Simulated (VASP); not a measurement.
# Ag (Im-3m) in VASP: settings compared

The runs below take Ag through single point, with revPBE, BLYP.

All numbers are computed with VASP 6.6.1; they aren't measurements. Logs are shortened: lines on timing, memory, paths and dates and some standing lists are left out, and cuts for length are marked.

### 1 The cell of the first run

The structure is cubic, space group Im-3m (No. 229). The conventional cell has a = 3.311 Å, b = 3.311 Å, c = 3.311 Å, α = 90.00°, β = 90.00°, γ = 90.00°. Within 3.8 Å of Ag (site symmetry m-3m) lie 14 Ag at 2.87 to 3.31 Å.

### 2 Single point, revPBE

Contents of INCAR:

```
SYSTEM = Ag
ALGO = Normal
EDIFF = 1E-6
ENCUT = 520
GGA = RE
ISIF = 2
ISMEAR = -1
LASPH = .TRUE.
LCHARG = .FALSE.
LREAL = .FALSE.
LWAVE = .FALSE.
NBANDS = 12
NELM = 100
PREC = Accurate
SIGMA = 0.05
```

Contents of KPOINTS:

```
k-points
0
G
  11 11 11
  0 0 0
```

Contents of POSCAR:

```
Ag
1.0
   -1.6556540000      1.6556540000      1.6556540000
    1.6556540000     -1.6556540000      1.6556540000
    1.6556540000      1.6556540000     -1.6556540000
Ag
1
Direct
    0.0000000000      0.0000000000      0.0000000000
```

Potentials or basis: VASP PAW PBE potentials, release 64 (Ag).

Started as:

```sh
cat potpaw_PBE.64/Ag/POTCAR > POTCAR
mpirun -np 1 vasp_std > vasp.out
```

OUTCAR:

```text
SYSTEM = Ag
   EDIFF = 1E-6
   ENCUT = 520
   GGA = RE
   ISIF = 2
   ISMEAR = -1
   LASPH = .TRUE.
   LREAL = .FALSE.
   NELM = 100
   PREC = Accurate

 ion  position               nearest neighbor table
   1  0.000  0.000  0.000-

  LATTYP: Found a body centered cubic cell.
 ALAT       =     3.3113080000

  Lattice vectors:

 A1 = (  -1.6556540000,   1.6556540000,   1.6556540000)
 A2 = (   1.6556540000,  -1.6556540000,   1.6556540000)
 A3 = (   1.6556540000,   1.6556540000,  -1.6556540000)

Analysis of symmetry for initial positions (statically):
=====================================================================
 Subroutine PRICEL returns:
 Original cell was already a primitive cell.

 Routine SETGRP: Setting up the symmetry group for a
 body centered cubic supercell.

 Subroutine GETGRP returns: Found 48 space group operations
[... 9 lines left out ...]

 Routine SETGRP: Setting up the symmetry group for a
 body centered cubic supercell.

 Subroutine GETGRP returns: Found 48 space group operations
[... 11 lines left out ...]
                                     Primitive cell

  volume of cell :      18.1538

  direct lattice vectors                    reciprocal lattice vectors
    -1.655654000  1.655654000  1.655654000     0.000000000  0.301995465  0.301995465
     1.655654000 -1.655654000  1.655654000     0.301995465  0.000000000  0.301995465
     1.655654000  1.655654000 -1.655654000     0.301995465  0.301995465  0.000000000

  length of vectors
     2.867676848  2.867676848  2.867676848     0.427086083  0.427086083  0.427086083

  position of ions in fractional coordinates (direct lattice)
     0.000000000  0.000000000  0.000000000

  ion indices of the primitive-cell ions
   primitive index   ion index
                 1           1

----------------------------------------------------------------------------------------

 KPOINTS: k-points

Automatic generation of k-mesh.
 Grid dimensions read from file:
 generate k-points for:   11   11   11

 Generating k-lattice:

  Cartesian coordinates                     Fractional coordinates (reciprocal lattice)
     0.000000000  0.027454133  0.027454133     0.090909091  0.000000000  0.000000000
     0.027454133  0.000000000  0.027454133     0.000000000  0.090909091  0.000000000
     0.027454133  0.027454133  0.000000000     0.000000000  0.000000000  0.090909091

  Length of vectors
     0.038826008  0.038826008  0.038826008
[... 52 lines left out ...]
   ENCUT  =  520.0 eV  38.22 Ry    6.18 a.u.   5.33  5.33  5.33*2*pi/ulx,y,z
   NELM   =    100;   NELMIN=  2; NELMDL= -5     # of ELM steps
   EDIFF  = 0.1E-05   stopping-criterion for ELM
   LREAL  =      F    real-space projection
   EDIFFG = 0.1E-04   stopping-criterion for IOM
   NSW    =      0    number of steps for IOM
   IBRION =     -1    ionic relax: 0-MD 1-quasi-New 2-CG
   NFREE  =      0    steps in history (QN), initial steepest desc. (CG)
   ISIF   =      2    stress and relaxation
   ISYM   =      2    0-nonsym 1-usesym 2-fastsym
   POTIM  = 0.5000    time-step for ionic-motion
   TEBEG  =    0.0;   TEEND  =   0.0 temperature during run
   PSTRESS=    0.0 pullay stress
   NELECT =      11.0000    total number of electrons
   NUPDOWN=      -1.0000    fix difference up-down
   EMIN   =  10.00;   EMAX   =-10.00  energy-range for DOS
   EFERMI =   0.00;   METHOD = LEGACY
   ISMEAR =    -1;   SIGMA  =   0.05  broadening in eV -4-tet -1-fermi 0-gaus
   EFERMI_NEDOS =   21; number of points for ismear=-14 and -15
   IALGO  =     38    algorithm
   IMIX   =      4    mixing-type and parameters
     AMIX     =   0.40;   BMIX     =  1.00
     AMIX_MAG =   1.60;   BMIX_MAG =  1.00
  volume/ion in A,a.u.               =      18.15       122.51
  Fermi-wavevector in a.u.,A,eV,Ry     =   1.385318  2.617871 26.111022  1.919106
  Thomas-Fermi vector in A             =   2.509739
   LORBIT       =      0    0 simple, 1 ext, 2 COOP (PROOUT), +10 PAW based schemes
   GGA     = RE    functional components
   LHFCALC =     F    Hartree Fock is set to
   AEXX    =    0.0000 exact exchange contribution
   IVDW    =     0    specifies the selected vdW correction
   LEPSILON=     F    determine dielectric tensor
   LRPA    =     F    only Hartree local field effects (RPA)
 non-spin polarized calculation
  energy-cutoff  :      520.00
  volume of cell :       18.15
 maximum number of plane-waves:       498
 NGX is ok and might be reduce to    24
   NGX = 11   NGY = 11   NGZ = 11

 number of electron      11.0000001 magnetization

 Free energy of the ion-electron system (eV)
  ---------------------------------------------------
  ext. energy  EPLUGINS =         0.00000000
  ---------------------------------------------------
  free energy    TOTEN  =        -2.27505176 eV

  energy without entropy =       -2.27168023  energy(sigma->0) =       -2.27336599

 E-fermi :   7.6971     XC(G=0): -11.7380

 val. band max:        7.6701527620   @ k =  -0.3636   0.4545   0.0909
 cond. band min:       7.9007169023   @ k =  -0.4545   0.4545   0.0909
 fundamental gap:      0.2305641403
 Fermi energy:         7.6971195367

 k-point     1 :       0.0000    0.0000    0.0000
  band No.  band energies     occupation
      1       0.4077      2.00000
      2       2.9878      2.00000
      3       2.9878      2.00000
      4       2.9878      2.00000
      5       4.1842      2.00000
      6       4.1842      2.00000
      7      25.4401      0.00000
      8      25.4401      0.00000
      9      25.4401      0.00000
     10      30.8747      0.00000
     11      30.8747      0.00000
     12      30.8747      0.00000
[... 331 lines left out ...]
 k-point    24 :       0.3636    0.1818    0.0909
  band No.  band energies     occupation
      1       2.1890      2.00000
      2       2.4545      2.00000
      3       3.6465      2.00000
      4       4.2240      2.00000
      5       4.3302      2.00000
      6      10.4044      0.00000
      7      11.8910      0.00000
      8      16.2726      0.00000
      9      18.7605      0.00000
     10      29.7175      0.00000
     11      32.2203      0.00000
     12      33.6180      0.00000

 [... further k-points ...]
[... 5 lines left out ...]
  --------------------------------------------------------------------------------------
  -------------------------------------------------------------------------------------
  Total        0.2068589      0.2068589      0.2068589      0.0000000      0.0000000     -0.0000000
  in kB       18.2564388     18.2564388     18.2564388      0.0000000      0.0000000     -0.0000000
  external PRESSURE =      18.2564388 kB  Pullay stress =       0.0000000 kB

 VOLUME and BASIS-vectors are now :
 -----------------------------------------------------------------------------
  energy-cutoff  :      520.00
  volume of cell :       18.15
      direct lattice vectors                 reciprocal lattice vectors
    -1.655654000  1.655654000  1.655654000     0.000000000  0.301995465  0.301995465
     1.655654000 -1.655654000  1.655654000     0.301995465  0.000000000  0.301995465
     1.655654000  1.655654000 -1.655654000     0.301995465  0.301995465  0.000000000

 POSITION                                       TOTAL-FORCE (eV/Angst)
 -----------------------------------------------------------------------------------
      0.00000      0.00000      0.00000        -0.000000     -0.000000     -0.000000
 -----------------------------------------------------------------------------------
    total drift:                                0.000000      0.000000     -0.000000

  FREE ENERGIE OF THE ION-ELECTRON SYSTEM (eV)
  ---------------------------------------------------
  free  energy   TOTEN  =        -2.2750517559 eV

  energy  without entropy=       -2.2716802258  energy(sigma->0) =       -2.27336599
```

OSZICAR:

```text
N       E                     dE             d eps       ncg     rms          rms(c)
DAV:   1     0.542052870312E+02    0.54205E+02   -0.54289E+03  1352   0.825E+02
DAV:   2    -0.160369627212E+01   -0.55809E+02   -0.52929E+02  1536   0.196E+02
DAV:   3    -0.246425935980E+01   -0.86056E+00   -0.86000E+00  1560   0.255E+01
DAV:   4    -0.246691590012E+01   -0.26565E-02   -0.26565E-02  1520   0.148E+00
DAV:   5    -0.246693786494E+01   -0.21965E-04   -0.21965E-04  1532   0.121E-01    0.431E+00
DAV:   6    -0.228176060396E+01    0.18518E+00   -0.74281E-01  1472   0.769E+00    0.298E+00
DAV:   7    -0.227670075161E+01    0.50599E-02   -0.76668E-03  1508   0.833E-01    0.170E+00
DAV:   8    -0.227503309401E+01    0.16677E-02   -0.93873E-04  1484   0.260E-01    0.760E-02
DAV:   9    -0.227504370918E+01   -0.10615E-04   -0.12458E-05  1480   0.285E-02    0.263E-02
DAV:  10    -0.227505221271E+01   -0.85035E-05   -0.78887E-06  1496   0.284E-02    0.516E-03
DAV:  11    -0.227505175591E+01    0.45680E-06   -0.13460E-07   836   0.329E-03
   1 F= -.22750518E+01 E0= -.22733660E+01  d E =-.337153E-02
```

Wall time 5.9 s (1 thread of Intel Xeon Platinum 8488C (Sapphire Rapids), shared host); peak memory 0.14 GiB.

What came out:

- Free energy: -2.2751 eV
- Pressure: 1.8 GPa

Levels at points of the mesh, in eV from the Fermi level:
```csv
k point,band 2,band 3,band 4,band 5,band 6,band 7,band 8,band 9,band 10,band 11
"(0.00, 0.00, 0.00)",-4.71,-4.71,-4.71,-3.51,-3.51,17.74,17.74,17.74,23.18,23.18
```

Caveat: the PAW data sets were made with another functional, which shifts forces and pressure a little.

(Continued in part 2 of 2.)
